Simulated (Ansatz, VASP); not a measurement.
## One calculation of RuC2N2, two programs

The input INCAR:

```
SYSTEM = RuC2N2
  PREC = Accurate
  ENCUT = 520
  EDIFF = 1E-6
  ISMEAR = 0
  SIGMA = 0.1
  LREAL = .FALSE.
  LASPH = .TRUE.
  NELM = 150
  ALGO = Normal
  ISIF = 2
  LWAVE = .FALSE.
  LCHARG = .TRUE.
  ISPIN = 2
  MAGMOM = -1 1 0 0 0 0 0 0 0 0
  LORBIT = 11
  LMAXMIX = 4
  GGA = PE
  LELF = .TRUE.
  LVHAR = .TRUE.
  NBANDS = 47
```

Contents of KPOINTS:

```
Automatic mesh
0
G
  4 4 4
  0 0 0
```

POSCAR

```
RuC2N2
1.0
    5.8323924200      0.0000000000      0.0000000000
    0.0000000000      5.8323924200      0.0000000000
    0.0000000000      0.0000000000      5.8323924200
Ru C N
2 4 4
Direct
    0.0000000000      0.0000000000      0.0000000000
    0.5000000000      0.5000000000      0.5000000000
    0.1876856100      0.1876856100      0.1876856100
    0.1876856100      0.8123143900      0.8123143900
    0.8123143900      0.1876856100      0.8123143900
    0.8123143900      0.8123143900      0.1876856100
    0.3035042600      0.3035042600      0.3035042600
    0.3035042600      0.6964957400      0.6964957400
    0.6964957400      0.3035042600      0.6964957400
    0.6964957400      0.6964957400      0.3035042600
```

Input for Ansatz:

```yaml
crystal:
  lattice:
    - [5.83239242, 0.0, 0.0]
    - [0.0, 5.83239242, 0.0]
    - [0.0, 0.0, 5.83239242]
  atoms:
    - { symbol: Ru, position: [0.0, 0.0, 0.0], spin: -1.0 }
    - { symbol: Ru, position: [0.5, 0.5, 0.5], spin: 1.0 }
    - { symbol: C, position: [0.18768561, 0.18768561, 0.18768561] }
    - { symbol: C, position: [0.18768561, 0.81231439, 0.81231439] }
    - { symbol: C, position: [0.81231439, 0.18768561, 0.81231439] }
    - { symbol: C, position: [0.81231439, 0.81231439, 0.18768561] }
    - { symbol: "N", position: [0.30350426, 0.30350426, 0.30350426] }
    - { symbol: "N", position: [0.30350426, 0.69649574, 0.69649574] }
    - { symbol: "N", position: [0.69649574, 0.30350426, 0.69649574] }
    - { symbol: "N", position: [0.69649574, 0.69649574, 0.30350426] }
basis:
  ecutwfc: 420
kpoints:
  mp_grid: { grid: [4, 4, 4] }
hamiltonian:
  xc: pbe
scf:
  occupations: { method: gaussian, width: 0.1 }
  lower_state_search: "off"
output:
  forces: true
  stress: true
  eigenvalues: true
  populations: true
magnetization:
  spin_polarized: true
```

Alike in both runs: task single point; functional PBE; k mesh 4 × 4 × 4; occupations gaussian, width 0.1 eV; collinear spin.

|  | VASP | Ansatz |
| --- | --- | --- |
| version | VASP 6.6.1 | Ansatz 0.2.0 |
| potentials or method | VASP PAW PBE potentials, release 64 (Ru_pv, C, N), cutoff 520 eV | scalar-relativistic, plane waves, PAW |
| valence electrons in the cell | 64 | 68 |

VASP gave:

| Quantity | Value |
| --- | --- |
| gap on the k mesh at the Fermi level (eV) | none |
| pressure (GPa) | 2.1 |
| rms of the force components (eV/Å) | 1.791 |
| net moment per atom (μB) | 0.00 |

Problem. What did Ansatz give for the same quantities?

Solution. gap on the k mesh at the Fermi level (eV): none; pressure (GPa): 1.8; rms of the force components (eV/Å): 1.608; net moment per atom (μB): 0.00.

Atom by atom the forces differ by 0.189 eV/Å (rms over components). A gap of «none» marks a metal or a gap that the smearing closes. With one functional, cell and mesh, what is left measures potentials, basis and numerics. VASP's potentials hold 64 valence electrons a cell and Ansatz's 68, so a difference there can come from the potentials and not from the codes. Ansatz's warnings: seeded moment not kept.

Noted on VASP's run: the standard files for N, O and F lose accuracy on very short bonds.
